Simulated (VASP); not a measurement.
Wanted: the native input for a VASP 6.6.1 run.

```yaml
Task: single point
Functional: PBE
Dispersion: D3(BJ)
Potentials_or_basis: VASP PAW PBE potentials, release 64 (C, H)
Cutoff: 520 eV
k_mesh: 1 × 1 × 1
Occupations: fermi-dirac, width 0.02 eV
Spin: no spin polarisation
Dipole_correction: no
Further_INCAR_settings: LREAL = Auto; ALGO = Normal; EDIFF = 1e-06; NBANDS = 52
```

The structure of H8C3 lies in POSCAR:

```
H8C3
1.0
    8.2694670000      0.0000000000      0.0000000000
    0.0000000000      8.2694670000      0.0000000000
    0.0000000000      0.0000000000      8.2694670000
C H
9 24
Direct
    0.6632108212      0.4867907448      0.3065856602
    0.5593347189      0.3646909771      0.3548233520
    0.5919607636      0.3755260164     -0.1944381663
    0.5092105694      0.4439342947     -0.0789168153
    0.0159381493      0.0681422394      0.4183824665
    0.1615098047      0.0276075834      0.4614686775
    0.8279010001      0.8823180502      0.0163613931
    0.0268094667      0.5343149685      0.7961577209
    0.2228680518      0.6449750631      0.2505844693
    0.7836780774      0.4777091438      0.2527732440
    0.6310201129      0.6153842805      0.2983747320
    0.6019251301      0.2407168443      0.3525741139
    0.4450830991      0.4005457667      0.3964584416
    0.5214725447      0.3285217778     -0.3040341052
    0.7231784104      0.3591767160     -0.1957441755
    0.3717047302      0.4251422734     -0.0896188352
    0.5418607995      0.4980369351      0.0291796315
   -0.0037729155      0.0807669950      0.2915423691
   -0.0873575044      0.0539938064      0.4963681456
    0.2583721539      0.0579118340      0.3827816230
    0.2042332353     -0.0157204811      0.5778365159
    0.7124159272      0.9468203936      0.0404620999
    0.8393890441      0.7866407835      0.1091726952
    0.9257912269      0.9695909059      0.0543082160
    0.8468623189      0.8572015585     -0.1048193312
   -0.0039784910      0.5366246700      0.9167942746
    0.1544476808      0.5308685554      0.7767006023
   -0.0028538720      0.6375380662      0.7242062880
   -0.0344399464      0.4379363265      0.7173981104
    0.2392778156      0.5989745167      0.1249294543
    0.1408192330      0.7561188647      0.2278986058
    0.3389698514      0.6931160134      0.2982779906
    0.1470106840      0.5430942526      0.3194764548
```

These files were run (other wordings do the same):

INCAR

```
ALGO = Normal
EDIFF = 1E-6
ENCUT = 520
GGA = PE
ISIF = 2
ISMEAR = -1
IVDW = 12
LASPH = True
LCHARG = False
LREAL = Auto
LWAVE = False
NBANDS = 52
NELM = 80
PREC = Accurate
SIGMA = 0.02
```

KPOINTS

```
k-points
0
Gamma
  1 1 1
```

Potentials or basis: VASP PAW PBE potentials, release 64 (C, H).

Launch:

```sh
$ cat potpaw_PBE.64/C/POTCAR potpaw_PBE.64/H/POTCAR > POTCAR
$ mpirun -np 1 vasp_gam > vasp.out
```

It gave:

| Property | Result |
| --- | --- |
| Pressure | 0.1 GPa |
| Largest force | 4.185 eV/Å |
| Band gap on the k mesh | 4.84 eV |
| Dispersion energy per atom | -0.025 eV |

Caveat: the k points lie up to 0.76 Å⁻¹ apart; the atoms stand as in a frame of molecular dynamics.

It took 33 s on 1 thread of Intel(R) Xeon(R) 6975P-C (Granite Rapids), on a shared host, peak memory 0.5 GiB.
